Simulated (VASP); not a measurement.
Crystal: C.

```
C
1.0
     0.00000    1.50000    1.50000
     1.50000    0.00000    1.50000
     1.50000    1.50000    0.00000
C
1
Cartesian
  0.0000 0.0000 0.0000
```

```yaml
Program: VASP 6.6.1
Task: relaxation of cell and atoms
Functional: r2SCAN
Potentials_or_basis: VASP PAW PBE potentials, release 64 (C)
Cutoff: 660 eV
k_mesh: 10 × 10 × 10
Occupations: fermi-dirac, width 0.05 eV
Spin: no spin polarisation
```

At the start: pressure 17.1 GPa; volume 6.75 Å³/atom.

Q: How do energy, volume and symmetry change on relaxing?

A: Over 3 steps the energy falls by 29.3 meV/atom and the volume is 7.34 Å³/atom (+8.7 %); space group Fm-3m (No. 225, to 0.1 Å) before and after.

Step by step:
```
step  energy change (eV)  largest force (eV/Å)  pressure (GPa)  volume (Å³)
   1              0.0000                0.0000           17.08         6.75
   2             -0.0280                0.0000           -2.97         7.48
   3             -0.0293                0.0000            0.01         7.34
```

Final structure:
```cif
data_structure
_symmetry_space_group_name_H-M 'P 1'
_symmetry_Int_Tables_number 1
_cell_length_a 2.1814
_cell_length_b 2.1814
_cell_length_c 2.1814
_cell_angle_alpha 60.000
_cell_angle_beta 60.000
_cell_angle_gamma 60.000
_cell_volume 7.34
loop_
_atom_site_label
_atom_site_type_symbol
_atom_site_fract_x
_atom_site_fract_y
_atom_site_fract_z
_atom_site_occupancy
C1 C 0.00000 0.00000 0.00000 1
```

Caveat: the k points lie up to 0.35 Å⁻¹ apart in the final cell, too coarse for converged energies and pressures of a metal; the PAW data sets were made with another functional, which shifts forces and pressure a little.
